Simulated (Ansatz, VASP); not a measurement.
## Sn2P: VASP beside Ansatz

Contents of INCAR:

```
ALGO     = Normal         # electronic algorithm
EDIFF    = 1E-6           # SCF threshold, eV
EDIFFG   = -0.04          # ionic threshold
ENCUT    = 600            # plane-wave cutoff, eV
GGA      = PE             # functional
IBRION   = 2              # ionic algorithm
ISIF     = 3              # what is computed and relaxed
ISMEAR   = 0              # smearing method
LASPH    = T              # aspherical terms in the spheres
LCHARG   = F              # write CHGCAR
LREAL    = F              # projectors in reciprocal space
LWAVE    = F              # write WAVECAR
NELM     = 60             # most SCF steps
NSW      = 90             # ionic steps
PREC     = Accurate       # precision mode
SIGMA    = 0.1            # smearing width, eV
```

File KPOINTS:

```
k-points
0
Gamma
  6 6 4
```

The input POSCAR:

```
Sn2P
1.0
    3.4221849043     -1.9752985476      0.0000000000
    3.4221849043      1.9752985476      0.0000000000
   -2.2564492105      0.0000000000      6.3528931244
Sn P
2 1
Direct
    0.7380000000      0.7380000000      0.2310000000
    0.2620000000      0.2620000000      0.7690000000
    0.0000000000      0.0000000000      0.0000000000
```

Input for Ansatz:

```yaml
crystal:
  lattice:
    - [3.4221849043, -1.9752985476, 0.0]
    - [3.4221849043, 1.9752985476, 0.0]
    - [-2.2564492105, 0.0, 6.3528931244]
  atoms:
    - { symbol: Sn, position: [0.738, 0.738, 0.231] }
    - { symbol: Sn, position: [0.262, 0.262, 0.769] }
    - { symbol: P, position: [0.0, 0.0, 0.0] }
basis:
  ecutwfc: 420
kpoints:
  mp_grid: { grid: [6, 6, 4] }
hamiltonian:
  xc: pbe
scf:
  occupations: { method: gaussian, width: 0.1 }
  lower_state_search: "off"
output:
  forces: true
  stress: true
  eigenvalues: true
relax:
  adjacent_minimum: "off"
  f_tol: 0.04
  max_steps: 70
  cell: { stress_tol: 0.4 }
```

Alike in both runs: task relaxation of cell and atoms; functional PBE; k mesh 6 × 6 × 4; occupations gaussian, width 0.1 eV; no spin polarisation.

```csv
,VASP,Ansatz
version,VASP 6.6.1,Ansatz 0.2.0
potentials or method,"VASP PAW PBE potentials, release 64 (Sn_d, P), cutoff 600 eV","scalar-relativistic, plane waves, PAW"
valence electrons in the cell,33,33
```

|  | VASP | Ansatz | Ansatz less VASP |
| --- | --- | --- | --- |
| gap on the k mesh at the Fermi level, each at its own relaxed structure (eV) | none | none | - |
| relaxed volume (Å³/atom) | 24.87 | 24.82 | -0.047 |
| relaxed length of the cell vector where the two differ most in proportion (Å) | 6.159 | 6.165 | +0.0059 |

A gap of «none» marks a metal or a gap that the smearing closes.
